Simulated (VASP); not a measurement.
# TiC (Fm-3m) in VASP: settings compared

TiC is run at these levels: LDA, PBE; tasks: single point, relaxation of cell and atoms.

Everything below comes from runs of VASP 6.6.1. Logs are shortened: lines on timing, memory, paths and dates and some standing lists are left out, and cuts for length are marked.

## (1) The cell of the first run

The structure is cubic, space group Fm-3m (No. 225). Conventional cell: a = 4.261 Å, b = 4.261 Å, c = 4.261 Å, α = 90.00°, β = 90.00°, γ = 90.00°. Within 2.8 Å of Ti (site symmetry m-3m) lie 6 C at 2.13 Å. C (site symmetry m-3m) has 6 Ti at 2.13 Å within 2.8 Å.

## (2) Single point, LDA

INCAR reads:

```
PREC = Accurate
ENCUT = 520
EDIFF = 1E-6
ISMEAR = -1
SIGMA = 0.1
LREAL = F
LASPH = T
NELM = 100
ALGO = Normal
ISIF = 2
LWAVE = F
LCHARG = F
NBANDS = 15
```

KPOINTS reads:

```
regular mesh
0
Gamma
  12 12 12
```

POSCAR reads:

```
TiC
1.0
    0.0000000000      2.1304766616      2.1304766616
    2.1304766616      0.0000000000      2.1304766616
    2.1304766616      2.1304766616      0.0000000000
Ti C
1 1
Direct
    0.0000000000      0.0000000000      0.0000000000
    0.5000000000      0.5000000000      0.5000000000
```

Potentials or basis: VASP PAW LDA potentials, release 64 (Ti_sv, C).

Run with:

```console
> cat potpaw_LDA.64/Ti_sv/POTCAR potpaw_LDA.64/C/POTCAR > POTCAR
> mpirun -np 1 vasp_std > vasp.out
```

OUTCAR:

```text
PREC = Accurate
   ENCUT = 520
   EDIFF = 1E-6
   ISMEAR = -1
   LREAL = F
   LASPH = T
   NELM = 100
   ISIF = 2

 ion  position               nearest neighbor table
   1  0.000  0.000  0.000-   2 2.13   2 2.13   2 2.13   2 2.13   2 2.13   2 2.13
   2  0.500  0.500  0.500-   1 2.13   1 2.13   1 2.13   1 2.13   1 2.13   1 2.13

  LATTYP: Found a face centered cubic cell.
 ALAT       =     4.2609533232

  Lattice vectors:

 A1 = (   0.0000000000,   2.1304766616,   2.1304766616)
 A2 = (   2.1304766616,   0.0000000000,   2.1304766616)
 A3 = (   2.1304766616,   2.1304766616,   0.0000000000)

Analysis of symmetry for initial positions (statically):
=====================================================================
 Subroutine PRICEL returns:
 Original cell was already a primitive cell.

 Routine SETGRP: Setting up the symmetry group for a
 face centered cubic supercell.

 Subroutine GETGRP returns: Found 48 space group operations
 (whereof 48 operations were pure point group operations)
 out of a pool of 48 trial point group operations.

The static configuration has the point symmetry O_h .

Analysis of symmetry for dynamics (positions and initial velocities):
=====================================================================
 Subroutine PRICEL returns:
 Original cell was already a primitive cell.

 Routine SETGRP: Setting up the symmetry group for a
 face centered cubic supercell.

 Subroutine GETGRP returns: Found 48 space group operations
 (whereof 48 operations were pure point group operations)
 out of a pool of 48 trial point group operations.

The dynamic configuration has the point symmetry O_h .

 Subroutine INISYM returns: Found 48 space group operations
 (whereof 48 operations are pure point group operations),
 and found     1 'primitive' translations

----------------------------------------------------------------------------------------

                                     Primitive cell

  volume of cell :      19.3402

  direct lattice vectors                    reciprocal lattice vectors
     0.000000000  2.130476662  2.130476662    -0.234689264  0.234689264  0.234689264
     2.130476662  0.000000000  2.130476662     0.234689264 -0.234689264  0.234689264
     2.130476662  2.130476662  0.000000000     0.234689264  0.234689264 -0.234689264

  length of vectors
     3.012948989  3.012948989  3.012948989     0.406493729  0.406493729  0.406493729

  position of ions in fractional coordinates (direct lattice)
     0.000000000  0.000000000  0.000000000
     0.500000000  0.500000000  0.500000000

  ion indices of the primitive-cell ions
   primitive index   ion index
                 1           1
                 2           2

----------------------------------------------------------------------------------------

 KPOINTS: regular mesh

Automatic generation of k-mesh.
 Grid dimensions read from file:
 generate k-points for:   12   12   12

 Generating k-lattice:

  Cartesian coordinates                     Fractional coordinates (reciprocal lattice)
    -0.019557439  0.019557439  0.019557439     0.083333333  0.000000000  0.000000000
     0.019557439 -0.019557439  0.019557439     0.000000000  0.083333333  0.000000000
     0.019557439  0.019557439 -0.019557439     0.000000000  0.000000000  0.083333333

  Length of vectors
     0.033874477  0.033874477  0.033874477

  Shift w.r.t. Gamma in fractional coordinates (k-lattice)
     0.000000000  0.000000000  0.000000000

 Subroutine IBZKPT returns following result:
 ===========================================

 Found     72 irreducible k-points:

 Following reciprocal coordinates:
            Coordinates               Weight
  0.000000  0.000000  0.000000      1.000000
  0.083333  0.000000  0.000000      8.000000
  0.166667  0.000000  0.000000      8.000000
  0.250000  0.000000  0.000000      8.000000
  0.333333  0.000000  0.000000      8.000000
  0.416667  0.000000  0.000000      8.000000
[... 16 lines left out ...]
  0.500000  0.166667  0.000000     24.000000
 -0.416667  0.166667  0.000000     24.000000
 [... further k-points ...]
   k-points           NKPTS =     72   k-points in BZ     NKDIM =     72   number of bands    NBANDS=     15
   number of dos      NEDOS =    301   number of ions     NIONS =      2
   total plane-waves  NPLWV =  13824
   dimension x,y,z NGX =    24 NGY =   24 NGZ =   24
   dimension x,y,z NGXF=    48 NGYF=   48 NGZF=   48
   ions per type =               1   1
   NGX,Y,Z   is equivalent  to a cutoff of  13.24, 13.24, 13.24 a.u.
   NGXF,Y,Z  is equivalent  to a cutoff of  26.49, 26.49, 26.49 a.u.
 SYSTEM =  unknown system
   PREC   = accura    normal or accurate (medium, high low for compatibility)
   ISTART =      0    job   : 0-new  1-cont  2-samecut
   ICHARG =      2    charge: 1-file 2-atom 10-const
   ISPIN  =      1    spin polarized calculation?
   LNONCOLLINEAR =      F non collinear calculations
   LSORBIT =      F    spin-orbit coupling
   LASPH  =      T    aspherical Exc in radial PAW
   ENCUT  =  520.0 eV  38.22 Ry    6.18 a.u.   5.60  5.60  5.60*2*pi/ulx,y,z
   NELM   =    100;   NELMIN=  2; NELMDL= -5     # of ELM steps
   EDIFF  = 0.1E-05   stopping-criterion for ELM
   LREAL  =      F    real-space projection
   EDIFFG = 0.1E-04   stopping-criterion for IOM
   NSW    =      0    number of steps for IOM
   IBRION =     -1    ionic relax: 0-MD 1-quasi-New 2-CG
   NFREE  =      0    steps in history (QN), initial steepest desc. (CG)
   ISIF   =      2    stress and relaxation
   ISYM   =      2    0-nonsym 1-usesym 2-fastsym
   POTIM  = 0.5000    time-step for ionic-motion
   TEBEG  =    0.0;   TEEND  =   0.0 temperature during run
   PSTRESS=    0.0 pullay stress
   NELECT =      16.0000    total number of electrons
   NUPDOWN=      -1.0000    fix difference up-down
   EMIN   =  10.00;   EMAX   =-10.00  energy-range for DOS
   EFERMI =   0.00;   METHOD = LEGACY
   ISMEAR =    -1;   SIGMA  =   0.10  broadening in eV -4-tet -1-fermi 0-gaus
   EFERMI_NEDOS =   21; number of points for ismear=-14 and -15
   IALGO  =     38    algorithm
   IMIX   =      4    mixing-type and parameters
     AMIX     =   0.40;   BMIX     =  1.00
     AMIX_MAG =   1.60;   BMIX_MAG =  1.00
  volume/ion in A,a.u.               =       9.67        65.26
  Fermi-wavevector in a.u.,A,eV,Ry     =   1.536838  2.904202 32.135200  2.361871
  Thomas-Fermi vector in A             =   2.643431
   LORBIT       =      0    0 simple, 1 ext, 2 COOP (PROOUT), +10 PAW based schemes
   GGA     = CA    functional components
   LHFCALC =     F    Hartree Fock is set to
   AEXX    =    0.0000 exact exchange contribution
   IVDW    =     0    specifies the selected vdW correction
   LEPSILON=     F    determine dielectric tensor
   LRPA    =     F    only Hartree local field effects (RPA)
 non-spin polarized calculation
  energy-cutoff  :      520.00
  volume of cell :       19.34
 maximum number of plane-waves:       544
   NGX = 11   NGY = 11   NGZ = 11

 number of electron      16.0000003 magnetization

 Free energy of the ion-electron system (eV)
  ---------------------------------------------------
  ext. energy  EPLUGINS =         0.00000000
  ---------------------------------------------------
  free energy    TOTEN  =       -20.54380237 eV

  energy without entropy =      -20.53398856  energy(sigma->0) =      -20.53889546

 E-fermi :   9.8253     XC(G=0): -13.2314

 val. band max:        9.7586356021   @ k =   0.0833   0.0000   0.0000
 cond. band min:       9.8629504413   @ k =   0.5000   0.5000   0.0000
 fundamental gap:      0.1043148392
 Fermi energy:         9.8253270014

 k-point     1 :       0.0000    0.0000    0.0000
  band No.  band energies     occupation
      1     -45.9132      2.00000
      2     -22.2893      2.00000
      3     -22.2893      2.00000
      4     -22.2893      2.00000
      5      -2.6071      2.00000
      6      10.4730      0.00307
      7      10.4730      0.00307
      8      10.4730      0.00307
      9      11.5778      0.00000
     10      11.5778      0.00000
     11      11.5778      0.00000
     12      11.6443      0.00000
     13      11.6443      0.00000
     14      21.1736      0.00000
     15      24.0715      0.00000

 k-point     2 :       0.0833    0.0000    0.0000
  band No.  band energies     occupation
      1     -45.9067      2.00000
      2     -22.3325      2.00000
      3     -22.2933      2.00000
      4     -22.2933      2.00000
      5      -2.4390      2.00000
      6       9.7586      1.32162
      7      10.0571      0.17932
      8      10.0571      0.17932
      9      10.8401      0.00008
     10      10.8401      0.00008
     11      11.9474      0.00000
     12      13.0437      0.00000
     13      13.0437      0.00000
     14      21.4257      0.00000
     15      24.1734      0.00000

 k-point     3 :       0.1667    0.0000    0.0000
  band No.  band energies     occupation
      1     -45.8891      2.00000
      2     -22.4490      2.00000
      3     -22.3040      2.00000
      4     -22.3040      2.00000
      5      -1.9544      2.00000
      6       8.4559      2.00000
      7       8.9666      1.99963
      8       8.9666      1.99963
      9      11.1231      0.00000
     10      11.1231      0.00000
     11      12.3921      0.00000
     12      14.5491      0.00000
     13      14.5491      0.00000
     14      21.8698      0.00000
     15      24.2820      0.00000
[... 343 lines left out ...]
 k-point    23 :       0.5000    0.1667    0.0000
  band No.  band energies     occupation
      1     -45.8082      2.00000
      2     -22.8375      2.00000
      3     -22.4388      2.00000
      4     -22.3853      2.00000
      5       0.7104      2.00000
      6       4.6284      2.00000
      7       6.7586      2.00000
      8       7.2788      2.00000
      9      12.1097      0.00000
     10      13.0270      0.00000
     11      13.9498      0.00000
     12      17.0377      0.00000
     13      17.4243      0.00000
     14      20.6282      0.00000
     15      24.9065      0.00000

 k-point    24 :      -0.4167    0.1667    0.0000
  band No.  band energies     occupation
      1     -45.8066      2.00000
      2     -22.8436      2.00000
      3     -22.4599      2.00000
      4     -22.3702      2.00000
      5       0.8874      2.00000
      6       4.4334      2.00000
      7       6.7748      2.00000
      8       7.0344      2.00000
      9      12.7001      0.00000
     10      12.7605      0.00000
     11      13.9089      0.00000
     12      16.9215      0.00000
     13      17.8978      0.00000
     14      20.2691      0.00000
     15      24.6143      0.00000

 [... further k-points ...]

------------------------ aborting loop because EDIFF is reached ----------------------------------------

  FORCE on cell =-STRESS in cart. coord.  units (eV):
  Direction    XX          YY          ZZ          XY          YZ          ZX
  --------------------------------------------------------------------------------------
  -------------------------------------------------------------------------------------
  Total        0.0861454      0.0861454      0.0861454     -0.0000000     -0.0000000      0.0000000
  in kB        7.1364487      7.1364487      7.1364487     -0.0000000     -0.0000000      0.0000000
  external PRESSURE =       7.1364487 kB  Pullay stress =       0.0000000 kB

 VOLUME and BASIS-vectors are now :
 -----------------------------------------------------------------------------
  energy-cutoff  :      520.00
  volume of cell :       19.34
      direct lattice vectors                 reciprocal lattice vectors
     0.000000000  2.130476662  2.130476662    -0.234689264  0.234689264  0.234689264
     2.130476662  0.000000000  2.130476662     0.234689264 -0.234689264  0.234689264
     2.130476662  2.130476662  0.000000000     0.234689264  0.234689264 -0.234689264

 POSITION                                       TOTAL-FORCE (eV/Angst)
 -----------------------------------------------------------------------------------
      0.00000      0.00000      0.00000        -0.000000      0.000000     -0.000000
      2.13048      2.13048      2.13048         0.000000     -0.000000      0.000000
 -----------------------------------------------------------------------------------
    total drift:                                0.000000     -0.000000     -0.000000

  FREE ENERGIE OF THE ION-ELECTRON SYSTEM (eV)
  ---------------------------------------------------
  free  energy   TOTEN  =       -20.5438023700 eV

  energy  without entropy=      -20.5339885591  energy(sigma->0) =      -20.53889546
```

Run time: 12 s. Hardware: 1 thread of Intel Xeon Platinum 8488C (Sapphire Rapids), shared host; peak memory 0.14 GiB.

What came out:

```yaml
Free_energy: -20.5438 eV
Pressure: 0.7 GPa
Band_gap_on_the_k_mesh: zero (band 8 reaches 10.47 eV, above the bottom of band 9 at 9.41 eV)
```

Levels at points of the mesh, in eV from the Fermi level:
```
           k point  band 6  band 7  band 8  band 9  band 10  band 11
(0.00, 0.00, 0.00)    0.65    0.65    0.65    1.75     1.75     1.75
(0.50, 0.00, 0.00)   -6.05   -3.06   -3.06    3.07     3.07     4.35
(0.50, 0.50, 0.00)   -3.40   -1.82    0.04    0.04     2.90     3.72
```

## (3) Single point, LDA

INCAR reads:

```
SYSTEM = TiC
  PREC = Accurate
  ENCUT = 520
  EDIFF = 1E-7
  ISMEAR = -1
  SIGMA = 0.1
  LREAL = .False.
  LASPH = .True.
  NELM = 60
  ALGO = Normal
  ISIF = 2
  LWAVE = .False.
  LCHARG = .True.
  GGA = CA
  LELF = .True.
  LVHAR = .True.
  NBANDS = 15
```

KPOINTS reads:

```
regular mesh
0
Gamma
  12 12 12
  0 0 0
```

POSCAR is that of step 2.

Potentials or basis: VASP PAW LDA potentials, release 64 (Ti_sv, C).

Run with:

```console
> cat potpaw_LDA.64/Ti_sv/POTCAR potpaw_LDA.64/C/POTCAR > POTCAR
> mpirun -np 1 vasp_std > vasp.out
```

Wall time 12 s (1 thread of Intel Xeon Platinum 8488C (Sapphire Rapids), shared host); peak memory 0.14 GiB.

Results (log left out):

- Free energy: -20.5438 eV
- Pressure: 0.7 GPa
- Band gap on the k mesh: zero (band 8 reaches 10.47 eV, above the bottom of band 9 at 9.41 eV)

Levels at points of the mesh, in eV from the Fermi level:
| k point | band 6 | band 7 | band 8 | band 9 | band 10 | band 11 |
| --- | --- | --- | --- | --- | --- | --- |
| (0.00, 0.00, 0.00) | 0.65 | 0.65 | 0.65 | 1.75 | 1.75 | 1.75 |
| (0.50, 0.00, 0.00) | -6.05 | -3.06 | -3.06 | 3.07 | 3.07 | 4.35 |
| (0.50, 0.50, 0.00) | -3.40 | -1.82 | 0.04 | 0.04 | 2.90 | 3.72 |

## (4) Single point, LDA

INCAR reads:

```
SYSTEM = TiC
PREC = Accurate ; ENCUT = 520
EDIFF = 1E-7 ; ISMEAR = -1
SIGMA = 0.1 ; LREAL = .False.
LASPH = .True. ; NELM = 80
ALGO = Normal ; ISIF = 2
LWAVE = .False. ; LCHARG = .False.
NBANDS = 15
```

KPOINTS is that of step 3.

POSCAR is that of step 3.

Potentials or basis: VASP PAW LDA potentials, release 64 (Ti_sv, C).

Run with:

```console
> cat potpaw_LDA.64/Ti_sv/POTCAR potpaw_LDA.64/C/POTCAR > POTCAR
> mpirun -np 1 vasp_std > vasp.out
```

OUTCAR:

```text
SYSTEM = TiC
   PREC = Accurate
   ENCUT = 520
   EDIFF = 1E-7
   ISMEAR = -1
   LREAL = .False.
   LASPH = .True.
   NELM = 80
   ISIF = 2

 ion  position               nearest neighbor table
   1  0.000  0.000  0.000-   2 2.13   2 2.13   2 2.13   2 2.13   2 2.13   2 2.13
   2  0.500  0.500  0.500-   1 2.13   1 2.13   1 2.13   1 2.13   1 2.13   1 2.13

  LATTYP: Found a face centered cubic cell.
 ALAT       =     4.2609533232

  Lattice vectors:

 A1 = (   0.0000000000,   2.1304766616,   2.1304766616)
 A2 = (   2.1304766616,   0.0000000000,   2.1304766616)
 A3 = (   2.1304766616,   2.1304766616,   0.0000000000)

Analysis of symmetry for initial positions (statically):
=====================================================================
 Subroutine PRICEL returns:
 Original cell was already a primitive cell.

 Routine SETGRP: Setting up the symmetry group for a
 face centered cubic supercell.

 Subroutine GETGRP returns: Found 48 space group operations
 (whereof 48 operations were pure point group operations)
 out of a pool of 48 trial point group operations.

The static configuration has the point symmetry O_h .

Analysis of symmetry for dynamics (positions and initial velocities):
[... 173 lines left out ...]
      7      10.4732      0.00307
      8      10.4732      0.00307
      9      11.5781      0.00000
     10      11.5781      0.00000
     11      11.5781      0.00000
     12      11.6444      0.00000
     13      11.6444      0.00000
     14      21.1739      0.00000
[... 401 lines left out ...]
      2     -22.8434      2.00000
      3     -22.4597      2.00000
      4     -22.3700      2.00000
      5       0.8876      2.00000
      6       4.4336      2.00000
      7       6.7749      2.00000
      8       7.0346      2.00000
      9      12.7003      0.00000
     10      12.7606      0.00000
     11      13.9091      0.00000
     12      16.9217      0.00000
     13      17.8981      0.00000
     14      20.2691      0.00000
     15      24.6144      0.00000

 [... further k-points ...]

------------------------ aborting loop because EDIFF is reached ----------------------------------------

  FORCE on cell =-STRESS in cart. coord.  units (eV):
  Direction    XX          YY          ZZ          XY          YZ          ZX
  --------------------------------------------------------------------------------------
  -------------------------------------------------------------------------------------
  Total        0.0853006      0.0853006      0.0853006      0.0000000     -0.0000000      0.0000000
  in kB        7.0664679      7.0664679      7.0664679      0.0000000     -0.0000000      0.0000000
  external PRESSURE =       7.0664679 kB  Pullay stress =       0.0000000 kB

 VOLUME and BASIS-vectors are now :
 -----------------------------------------------------------------------------
  energy-cutoff  :      520.00
  volume of cell :       19.34
      direct lattice vectors                 reciprocal lattice vectors
     0.000000000  2.130476662  2.130476662    -0.234689264  0.234689264  0.234689264
     2.130476662  0.000000000  2.130476662     0.234689264 -0.234689264  0.234689264
     2.130476662  2.130476662  0.000000000     0.234689264  0.234689264 -0.234689264

 POSITION                                       TOTAL-FORCE (eV/Angst)
 -----------------------------------------------------------------------------------
      0.00000      0.00000      0.00000        -0.000000     -0.000000      0.000000
      2.13048      2.13048      2.13048         0.000000      0.000000     -0.000000
 -----------------------------------------------------------------------------------
    total drift:                                0.000000     -0.000000     -0.000000

  FREE ENERGIE OF THE ION-ELECTRON SYSTEM (eV)
  ---------------------------------------------------
  free  energy   TOTEN  =       -20.5438022955 eV

  energy  without entropy=      -20.5339883025  energy(sigma->0) =      -20.53889530
```

stdout:

```text
POSCAR found type information on POSCAR TiC
 POSCAR found :  2 types and       2 ions
 scaLAPACK will be used
 LDA part: xc-table for (Slater(with rela. corr.)+CA(PZ))
 , standard interpolation
 POSCAR, INCAR and KPOINTS ok, starting setup
 FFT: planning ... GRIDC
 FFT: planning ... GRID_SOFT
 FFT: planning ... GRID
 WAVECAR not read
 entering main loop
```

Run time: 14 s. Hardware: 1 thread of Intel Xeon Platinum 8488C (Sapphire Rapids), shared host; peak memory 0.14 GiB.

What came out:

```yaml
Free_energy: -20.5438 eV
Pressure: 0.7 GPa
Band_gap_on_the_k_mesh: zero (band 8 reaches 10.47 eV, above the bottom of band 9 at 9.41 eV)
```

[end of part 1 of 2]
